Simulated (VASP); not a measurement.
# Co in VASP: further runs, part 2 of 2

VASP 6.6.1. The steps go on from the part before.

### 4 Single point, PBE, collinear spin, ferromagnetic start (9.89 Å³/atom)

This run uses another cell than the first one, of 9.89 Å³/atom.

INCAR

```
SYSTEM = Co
  PREC = Accurate
  ENCUT = 600
  EDIFF = 1E-6
  ISMEAR = -1
  SIGMA = 0.05
  LREAL = .FALSE.
  LASPH = .TRUE.
  NELM = 200
  ALGO = Normal
  ISIF = 2
  LWAVE = .FALSE.
  LCHARG = .FALSE.
  ISPIN = 2
  MAGMOM = -1.666 -1.666
  LORBIT = 11
  LMAXMIX = 4
  GGA = PE
  NBANDS = 20
  GGA_COMPAT = .FALSE.
```

KPOINTS

```
Automatic mesh
0
G
  14 14 10
  0 0 0
```

POSCAR

```
Co
1.0
    2.4100670579      0.0000000000      0.0000000000
    0.0000000000      2.4100670579      0.0000000000
    0.0000000000      0.0000000000      3.4066265563
Co
2
Direct
    0.0000000000      0.0000000000      0.0000000000
    0.5000000000      0.5000000000      0.5000000000
```

Potentials or basis: VASP PAW PBE potentials, release 64 (Co).

On the command line:

```
$ cat potpaw_PBE.64/Co/POTCAR > POTCAR
$ mpirun -np 1 vasp_std > vasp.out
```

OUTCAR:

```text
SYSTEM = Co
   PREC = Accurate
   ENCUT = 600
   EDIFF = 1E-6
   ISMEAR = -1
   LREAL = .FALSE.
   LASPH = .TRUE.
   NELM = 200
   ISIF = 2
   ISPIN = 2
   LORBIT = 11
   GGA = PE

 ion  position               nearest neighbor table
   1  0.000  0.000  0.000-   2 2.41   2 2.41   2 2.41   2 2.41   2 2.41   2 2.41   2 2.41   2 2.41

   2  0.500  0.500  0.500-   1 2.41   1 2.41   1 2.41   1 2.41   1 2.41   1 2.41   1 2.41   1 2.41

  LATTYP: Found a simple tetragonal cell.
 ALAT       =     2.4100670579
 C/A-ratio  =     1.4134986598

  Lattice vectors:

 A1 = (   2.4100670579,   0.0000000000,   0.0000000000)
 A2 = (   0.0000000000,   2.4100670579,   0.0000000000)
 A3 = (   0.0000000000,   0.0000000000,   3.4066265563)

Analysis of symmetry for initial positions (statically):
=====================================================================
 Subroutine PRICEL returns following result:

  LATTYP: Found a body centered tetragonal cell.
 ALAT       =     2.4100670579
 C/A-ratio  =     1.4134986598
[... 12 lines left out ...]
 Subroutine GETGRP returns: Found 16 space group operations
 (whereof 16 operations were pure point group operations)
 out of a pool of 16 trial point group operations.

The static configuration has the point symmetry D_4h.

Analysis of symmetry for dynamics (positions and initial velocities):
=====================================================================
 Subroutine PRICEL returns following result:

  LATTYP: Found a body centered tetragonal cell.
 ALAT       =     2.4100670579
 C/A-ratio  =     1.4134986598
[... 12 lines left out ...]
 Subroutine GETGRP returns: Found 16 space group operations
 (whereof 16 operations were pure point group operations)
 out of a pool of 16 trial point group operations.

The dynamic configuration has the point symmetry D_4h.

Analysis of structural, dynamic, and magnetic symmetry:
=====================================================================
 Subroutine PRICEL returns following result:

  LATTYP: Found a body centered tetragonal cell.
 ALAT       =     2.4100670579
 C/A-ratio  =     1.4134986598
[... 12 lines left out ...]
 Subroutine GETGRP returns: Found 16 space group operations
 (whereof 16 operations were pure point group operations)
[... 144 lines left out ...]
  free energy    TOTEN  =       -13.90941419 eV

  energy without entropy =      -13.89211216  energy(sigma->0) =      -13.90076317

 E-fermi :  11.7062     XC(G=0): -13.9566

 val. band max:       11.7023412108   @ k =   0.3571   0.0714   0.0000
 cond. band min:      11.7087576511   @ k =   0.3571   0.1429   0.0000
 fundamental gap:      0.0064164403
 Fermi energy:        11.7061817894

 spin component 1

 k-point     1 :       0.0000    0.0000    0.0000
  band No.  band energies     occupation
      1       2.1922      1.00000
      2       7.0293      1.00000
      3       7.8263      1.00000
      4      10.3826      1.00000
      5      10.3826      1.00000
      6      10.3850      1.00000
[... 541 lines left out ...]
     19      36.0167      0.00000
     20      41.1733      0.00000

 [... further k-points ...]

 spin component 2

 k-point     1 :       0.0000    0.0000    0.0000
  band No.  band energies     occupation
      1       2.1536      1.00000
      2       5.9282      1.00000
      3       6.6240      1.00000
      4       8.8671      1.00000
      5       8.8671      1.00000
      6       8.8686      1.00000
[... 541 lines left out ...]
     19      35.7944      0.00000
     20      40.6220      0.00000

 [... further k-points ...]

------------------------ aborting loop because EDIFF is reached ----------------------------------------

  FORCE on cell =-STRESS in cart. coord.  units (eV):
  Direction    XX          YY          ZZ          XY          YZ          ZX
  --------------------------------------------------------------------------------------
  -------------------------------------------------------------------------------------
  Total        3.0215975      3.0215975      3.0505155      0.0000000      0.0000000     -0.0000000
  in kB      244.6608162    244.6608162    247.0023222      0.0000000      0.0000000     -0.0000000
  external PRESSURE =     245.4413182 kB  Pullay stress =       0.0000000 kB

 VOLUME and BASIS-vectors are now :
 -----------------------------------------------------------------------------
  energy-cutoff  :      600.00
  volume of cell :       19.79
      direct lattice vectors                 reciprocal lattice vectors
     2.410067058  0.000000000  0.000000000     0.414926214  0.000000000  0.000000000
     0.000000000  2.410067058  0.000000000     0.000000000  0.414926214  0.000000000
     0.000000000  0.000000000  3.406626556     0.000000000  0.000000000  0.293545531

 POSITION                                       TOTAL-FORCE (eV/Angst)
 -----------------------------------------------------------------------------------
      0.00000      0.00000      0.00000         0.000000      0.000000      0.000000
      1.20503      1.20503      1.70331        -0.000000     -0.000000     -0.000000
 -----------------------------------------------------------------------------------
    total drift:                               -0.000000      0.000000      0.000000

  FREE ENERGIE OF THE ION-ELECTRON SYSTEM (eV)
  ---------------------------------------------------
  free  energy   TOTEN  =       -13.9094141912 eV

  energy  without entropy=      -13.8921121585  energy(sigma->0) =      -13.90076317

 total charge

# of ion       s       p       d       tot
------------------------------------------
    1        0.531   0.609   7.329   8.469
    2        0.531   0.609   7.329   8.469
--------------------------------------------------
tot          1.062   1.219  14.657  16.938

 magnetization (x)

# of ion       s       p       d       tot
------------------------------------------
    1        0.014   0.049  -1.626  -1.563
    2        0.014   0.049  -1.626  -1.563
--------------------------------------------------
tot          0.028   0.098  -3.252  -3.127
```

OSZICAR:

```text
N       E                     dE             d eps       ncg     rms          rms(c)
DAV:   1     0.937791989628E+02    0.93779E+02   -0.83062E+03 18432   0.132E+03
DAV:   2    -0.105724164852E+02   -0.10435E+03   -0.94054E+02 17608   0.235E+02
DAV:   3    -0.158569807742E+02   -0.52846E+01   -0.50281E+01 19488   0.626E+01
DAV:   4    -0.159464711460E+02   -0.89490E-01   -0.89349E-01 20660   0.716E+00
DAV:   5    -0.159495104774E+02   -0.30393E-02   -0.30389E-02 20664   0.123E+00    0.162E+01
DAV:   6    -0.141614959534E+02    0.17880E+01   -0.61542E+00 19444   0.528E+01    0.677E+00
DAV:   7    -0.139412374212E+02    0.22026E+00   -0.79329E-01 20736   0.174E+01    0.405E+00
DAV:   8    -0.139231593324E+02    0.18078E-01   -0.17106E-02 22936   0.134E+00    0.219E+00
DAV:   9    -0.139075492986E+02    0.15610E-01   -0.20389E-03 28236   0.778E-01    0.740E-01
DAV:  10    -0.139092666032E+02   -0.17173E-02   -0.16552E-03 24568   0.695E-01    0.140E-01
DAV:  11    -0.139094064738E+02   -0.13987E-03   -0.10711E-04 22060   0.152E-01    0.397E-02
DAV:  12    -0.139094124461E+02   -0.59723E-05   -0.57012E-06 22128   0.264E-02    0.177E-02
DAV:  13    -0.139094140719E+02   -0.16258E-05   -0.15180E-06 15984   0.120E-02    0.475E-03
DAV:  14    -0.139094141912E+02   -0.11930E-06   -0.32160E-07  9640   0.540E-03
   1 F= -.13909414E+02 E0= -.13900763E+02  d E =-.173020E-01  mag=    -3.1271
```

stdout:

```text
POSCAR found type information on POSCAR Co
 POSCAR found :  1 types and       2 ions
 scaLAPACK will be used
 LDA part: xc-table for (Slater+PW92), standard interpolation
 POSCAR, INCAR and KPOINTS ok, starting setup
 FFT: planning ... GRIDC
 FFT: planning ... GRID_SOFT
 FFT: planning ... GRID
 WAVECAR not read
 entering main loop
```

It took 2 min on 1 thread of AMD EPYC 9R45 (Zen 5), shared host; peak memory 0.22 GiB.

What came out:

- Free energy: -13.9094 eV
- Pressure: 24.5 GPa
- Net moment: -3.13 μB per cell
- Site moments: Co -1.56 μB
- Valence electrons inside the program's atomic spheres: Co 8.47

Levels at points of the mesh, in eV from the Fermi level:
Spin up:
```tsv
k point	band 5	band 6	band 7	band 8	band 9	band 10	band 11	band 12
(0.00, 0.00, 0.00)	-1.32	-1.32	0.29	0.30	1.29	1.48	1.48	2.78
(0.50, 0.00, 0.00)	-1.99	-1.99	-0.39	-0.39	0.15	0.15	2.81	2.81
(0.50, 0.50, 0.00)	1.29	1.29	1.47	1.47	1.48	1.48	2.76	2.76
(0.00, 0.00, 0.50)	-0.74	-0.74	-0.17	-0.17	-0.17	-0.17	0.78	0.78
(0.50, 0.00, 0.50)	-1.36	-1.36	-0.34	-0.34	1.26	1.26	1.26	1.26
(0.50, 0.50, 0.50)	-2.42	-2.42	0.12	0.12	1.47	1.47	9.21	9.21
```
Spin down:
```tsv
k point	band 7	band 8	band 9	band 10	band 11	band 12	band 13	band 14
(0.00, 0.00, 0.00)	-1.59	-1.59	-0.68	-0.29	-0.29	2.73	10.60	15.88
(0.50, 0.00, 0.00)	-2.16	-2.16	-1.50	-1.50	1.39	1.39	12.79	12.79
(0.50, 0.50, 0.00)	-0.29	-0.29	-0.29	-0.29	2.72	2.72	10.59	10.59
(0.00, 0.00, 0.50)	-1.76	-1.76	-1.76	-1.76	-1.14	-1.14	20.80	20.80
(0.50, 0.00, 0.50)	-0.58	-0.58	-0.58	-0.58	-0.33	-0.33	7.01	7.01
(0.50, 0.50, 0.50)	-1.68	-1.68	-0.29	-0.29	8.68	8.68	8.68	8.68
```

Caveat: the cell stands under pressure.
